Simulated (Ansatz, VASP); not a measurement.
# Zn2N: VASP beside Ansatz

```
Zn N
1.0
     3.12329    0.00000    0.00000
     0.00000    3.12329    0.00000
     0.00000    0.00000    3.95437
Zn N
2 1
Direct
  0.00000 0.00000 0.00000
  0.50000 0.50000 0.50000
  0.50000 0.50000 0.00000
```

Alike in both runs: task single point; functional PBE; k mesh 6 × 6 × 4; occupations gaussian, width 0.1 eV; collinear spin.

|  | VASP | Ansatz |
| --- | --- | --- |
| version | VASP 6.6.1 | Ansatz 0.2.0 |
| potentials or method | VASP PAW PBE potentials, release 64 (Zn, N), cutoff 520 eV | scalar-relativistic, plane waves, PAW |
| valence electrons in the cell | 29 | 29 |

```tsv
	VASP	Ansatz	Ansatz less VASP
gap on the k mesh at the Fermi level (eV)	none	none	-
pressure (GPa)	0.6	0.0	-0.64
traceless stress, the component that is largest in VASP (GPa)	0.57	0.15	-0.422
net moment per atom (μB)	0.00	0.00	0.000
```

A gap of «none» marks a metal or a gap that the smearing closes. Ansatz's warnings: seeded moment not kept.

The k mesh is coarse, so the values compare programs but aren't converged.
